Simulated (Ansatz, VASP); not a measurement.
Two plane-wave programs on GaAs

Contents of INCAR:

```
PREC = Accurate
ENCUT = 900
EDIFF = 1E-6
ISMEAR = -1
SIGMA = 0.05
LREAL = False
LASPH = True
NELM = 60
ALGO = Fast
ISIF = 3
LWAVE = False
LCHARG = False
GGA = PE
IBRION = 2
NSW = 60
EDIFFG = -0.01
```

File KPOINTS:

```
Automatic mesh
0
Gamma
  8 8 8
```

The input POSCAR:

```
GaAs
1.0
    0.0000000000      2.8268500000      2.8268500000
    2.8268500000      0.0000000000      2.8268500000
    2.8268500000      2.8268500000      0.0000000000
As Ga
1 1
Direct
    0.7500000000      0.7500000000      0.7500000000
    0.0000000000      0.0000000000      0.0000000000
```

File input.yaml:

```yaml
crystal:
  lattice:
    - [0.0, 2.82685, 2.82685]
    - [2.82685, 0.0, 2.82685]
    - [2.82685, 2.82685, 0.0]
  atoms:
    - { symbol: As, position: [0.75, 0.75, 0.75] }
    - { symbol: Ga, position: [0.0, 0.0, 0.0] }
hamiltonian:
  xc: pbe
  pseudopotentials: { kind: paw }
kpoints:
  mp_grid: { grid: [8, 8, 8] }
scf:
  occupations: { method: fermi_dirac, width: 0.05 }
output:
  forces: true
  stress: true
  write_density: true
  write_potential: true
  elf: true
  volumetric_format: npy
relax:
  f_tol: 0.01
  max_steps: 40
  cell: { stress_tol: 0.05 }
```

Alike in both runs: task relaxation of cell and atoms; functional PBE; k mesh 8 × 8 × 8; occupations fermi-dirac, width 0.05 eV; no spin polarisation.

|  | VASP | Ansatz |
| --- | --- | --- |
| version | VASP 6.6.1 | Ansatz 0.2.0 |
| potentials or method | VASP PAW PBE potentials, release 64 (As, Ga_h) | Ansatz PAW |
| plane-wave cutoff (eV) | 900 | 420 |
| valence electrons in the cell | 18 | 28 |

|  | VASP | Ansatz | Ansatz less VASP |
| --- | --- | --- | --- |
| gap on the k mesh at the Fermi level, each at its own relaxed structure (eV) | 0.15 | 0.16 | +0.009 |
| relaxed volume (Å³/atom) | 23.75 | 23.71 | -0.045 |
| relaxed cell length with the largest relative difference (Å) | 4.065 | 4.063 | -0.0026 |

VASP's potentials hold 18 valence electrons a cell and Ansatz's 28, so a difference there can come from the potentials and not from the codes.

Noted on Ansatz's run: the plane-wave basis is chosen anew once the cell has moved, so the energies of steps on either side of that aren't comparable.
